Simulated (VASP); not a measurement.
The system is SrZrO2.

```
Sr Zr O
1.0
     4.64764    0.00000    0.00000
     0.00000    4.64764    0.00000
     0.00000    0.00000    6.26840
Sr Zr O
2 2 4
Direct
  0.50000 0.00000 0.87175
  0.00000 0.50000 0.12825
  0.00000 0.00000 0.50000
  0.50000 0.50000 0.50000
  0.50000 0.00000 0.17851
  0.00000 0.50000 0.82149
  0.00000 0.00000 0.00000
  0.50000 0.50000 0.00000
```

| Property | Result |
| --- | --- |
| Program | VASP 6.6.1 |
| Task | relaxation of cell and atoms |
| Functional | PBE |
| Potentials or basis | VASP PAW PBE potentials, release 64 (Sr_sv, Zr_sv, O) |
| Cutoff | 600 eV |
| k mesh | 3 × 3 × 2 |
| Occupations | gaussian, width 0.15 eV |
| Spin | no spin polarisation |

At the start: pressure 4.1 GPa; volume 16.93 Å³/atom.

Task: Where does the relaxation end?

Result: Over 35 steps the energy falls by 1750.5 meV/atom and the volume is 19.48 Å³/atom (+15.1 %); space group P4/nmm (No. 129, to 0.05 Å).

Step by step:
```tsv
step	energy change (eV)	largest force (eV/Å)	pressure (GPa)	volume (Å³)
1	0.0000	9.4711	4.13	135.40
2	-4.3463	4.1269	-11.15	143.89
3	-4.6260	4.3861	-11.77	145.40
4	-5.1503	4.8058	-12.55	148.41
5	-6.0002	5.3923	-13.15	154.38
6	-11.1006	3.1961	13.64	122.63
7	-11.1336	3.4172	10.66	124.21
8	-12.8658	0.3640	8.90	136.35
9	-13.0659	0.7389	8.72	141.92
10	-12.8031	1.0411	-8.68	169.55
11	-13.3459	0.4536	-0.12	152.75
12	-13.3461	0.4389	0.10	152.43
13	-13.3867	0.4903	-0.04	154.22
14	-13.4649	0.6070	-0.49	159.55
15	-13.4725	0.5938	-0.75	162.00
16	-13.5013	0.5191	-0.52	162.38
17	-13.5325	0.1052	0.20	163.52
18	-13.5784	0.2685	-0.96	164.25
19	-13.6169	0.7237	-2.78	165.31
20	-13.6223	0.8733	-3.62	165.80
21	-13.6352	0.9078	-3.67	165.58
22	-13.6745	0.9651	-3.81	164.91
23	-13.7463	0.9200	-4.19	163.54
24	-13.8097	0.5512	-5.04	160.62
25	-13.9072	0.4115	-3.52	157.36
26	-13.9833	0.1521	-0.45	151.56
27	-13.9836	0.1354	-0.23	151.19
28	-13.9861	0.1150	-0.16	151.35
29	-13.9921	0.0548	0.03	151.80
30	-13.9964	0.1383	0.45	152.70
31	-13.9993	0.1393	0.07	153.87
32	-14.0001	0.1403	-0.26	154.93
33	-14.0027	0.1007	-0.02	155.21
34	-14.0032	0.0820	0.13	155.38
35	-14.0043	0.0429	-0.13	155.83
```

Final structure:
```cif
data_structure
_symmetry_space_group_name_H-M 'P 1'
_symmetry_Int_Tables_number 1
_cell_length_a 4.4420
_cell_length_b 4.4420
_cell_length_c 7.8975
_cell_angle_alpha 90.000
_cell_angle_beta 90.000
_cell_angle_gamma 90.000
_cell_volume 155.83
loop_
_atom_site_label
_atom_site_type_symbol
_atom_site_fract_x
_atom_site_fract_y
_atom_site_fract_z
_atom_site_occupancy
Sr1 Sr 0.50000 0.00000 0.89712 1
Sr2 Sr 0.00000 0.50000 0.10288 1
Zr1 Zr 0.00000 0.00000 0.50000 1
Zr2 Zr 0.50000 0.50000 0.50000 1
O1 O 0.50000 0.00000 0.50476 1
O2 O 0.00000 0.50000 0.49524 1
O3 O 0.00000 0.00000 0.00000 1
O4 O 0.50000 0.50000 0.00000 1
```

Caveat: the k points lie up to 0.47 Å⁻¹ apart in the final cell; the volume moved by over 15 % at a fixed basis, so the end points are rough; the relaxation stopped at a loose force limit of 0.08 eV/Å, so its end isn't a converged minimum.
